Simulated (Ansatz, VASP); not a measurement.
SrO in VASP and in Ansatz

```xyz
2
Lattice="0.0000 2.7685 2.7685 2.7685 0.0000 2.7685 2.7685 2.7685 0.0000" Properties=species:S:1:pos:R:3 pbc="T T T"
Sr    0.0000    0.0000    0.0000
O     1.3843    1.3843    1.3843
```

Change from the starting cell: hydrostatic strain -0.9%.

Alike in both runs: task single point; functional PBE; k mesh 8 × 8 × 8; occupations fermi-dirac, width 0.02 eV; no spin polarisation.

|  | VASP | Ansatz |
| --- | --- | --- |
| version | VASP 6.6.1 | Ansatz 0.2.0 |
| potentials or method | VASP PAW PBE potentials, release 64 (Sr_sv, O) | plane waves, PAW |
| plane-wave cutoff (eV) | 520 | 420 |
| valence electrons in the cell | 16 | 16 |

|  | VASP | Ansatz | Ansatz less VASP |
| --- | --- | --- | --- |
| gap on the k mesh at the Fermi level (eV) | 2.59 | 2.59 | -0.006 |
| pressure (GPa) | 3.2 | 2.7 | -0.53 |
